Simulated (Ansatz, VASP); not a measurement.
NiCl4: VASP beside Ansatz

```
Ni Cl
1.0
    -2.68818    3.11912    3.10457
     2.68818   -3.11912    3.10457
     2.68818    3.11912   -3.10457
Ni Cl
1 4
Direct
  0.00000 0.00000 0.00000
  0.00000 0.00000 0.50000
  0.00000 0.50000 0.00000
  0.50000 0.50000 0.50000
  0.50000 0.00000 0.00000
```

Alike in both runs: functional PBE; k mesh 3 × 3 × 3; occupations gaussian, width 0.15 eV; collinear spin.

Ansatz relaxed the structure, and its values are those at the end. VASP's run is a single point on that final structure, the one shown.

|  | VASP | Ansatz |
| --- | --- | --- |
| version | VASP 6.6.1 | Ansatz 0.2.0 |
| potentials or method | VASP PAW PBE potentials, release 64 (Ni, Cl), cutoff 520 eV | scalar-relativistic, plane waves, PAW |
| valence electrons in the cell | 38 | 46 |

```tsv
	VASP	Ansatz	Ansatz less VASP
gap on the k mesh at the Fermi level (eV)	none	none	-
pressure (GPa)	0.2	0.4	+0.16
net moment per atom (μB)	0.25	0.25	+0.002
size of the moment on the site where the two differ most (μB)	0.96	0.99	+0.021
```

Site moments also hang on the region over which each program counts them. A gap of «none» marks a metal or a gap that the smearing closes. VASP's potentials hold 38 valence electrons a cell and Ansatz's 46, so a difference there can come from the potentials and not from the codes.

The k mesh is coarse, so the values compare programs but aren't converged.
